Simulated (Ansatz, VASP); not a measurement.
## Ga in VASP and in Ansatz

The input INCAR:

```
SYSTEM = Ga
PREC = Accurate
ENCUT = 520
EDIFF = 1E-7
ISMEAR = -1
SIGMA = 0.1
LREAL = .FALSE.
LASPH = .TRUE.
NELM = 80
ALGO = Normal
ISIF = 2
LWAVE = .FALSE.
LCHARG = .FALSE.
GGA = RE
NBANDS = 20
```

KPOINTS

```
regular mesh
0
G
  13 13 11
  0 0 0
```

The input POSCAR:

```
Ga
1.0
    1.3451097629     -4.1019894803      0.0241429412
    1.3451097629      4.1019894803      0.0241429412
   -0.0561018348      0.0000000000      3.1395908572
Ga
2
Direct
    0.8677114022      0.1322885978      0.2500000000
    0.1322885978      0.8677114022      0.7500000000
```

Input for Ansatz:

```yaml
crystal:
  lattice:
    - [1.3451097629, -4.1019894803, 0.0241429412]
    - [1.3451097629, 4.1019894803, 0.0241429412]
    - [-0.0561018348, 0.0, 3.1395908572]
  atoms:
    - { symbol: Ga, position: [0.8677114022, 0.1322885978, 0.25] }
    - { symbol: Ga, position: [0.1322885978, 0.8677114022, 0.75] }
hamiltonian:
  xc: revpbe
  pseudopotentials:
    kind: paw
    azcp:
      Ga: "pseudopotentials/Ga.paw.azcp"
basis:
  ecutwfc: 420
  fft_grid_basis: typed
kpoints:
  mp_grid: { grid: [13, 13, 11], shift: [0, 0, 0] }
magnetization:
  spin_polarized: false
scf:
  occupations: { method: fermi_dirac, width: 0.1 }
  lower_state_search: "off"
output:
  stress: true
  write_density: true
  write_potential: true
  elf: true
  volumetric_format: npy
```

Alike in both runs: task single point; functional revPBE; k mesh 13 × 13 × 11; occupations fermi-dirac, width 0.1 eV; no spin polarisation.

|  | VASP | Ansatz |
| --- | --- | --- |
| version | VASP 6.6.1 | Ansatz 0.2.0 |
| potentials or method | VASP PAW PBE potentials, release 64 (Ga_d), cutoff 520 eV | plane waves (420 eV) with PAW, scalar-relativistic |
| valence electrons in the cell | 26 | 26 |

Ansatz gave:

- pressure (GPa): 7.8
- traceless stress, the component that is largest in VASP (GPa): 0.80

**Question.** What did VASP give for the same quantities?

**Answer.** Pressure (GPa): 8.0; traceless stress, the component that is largest in VASP (GPa): 0.83.

VASP's potentials were made for PBE, not for revPBE.
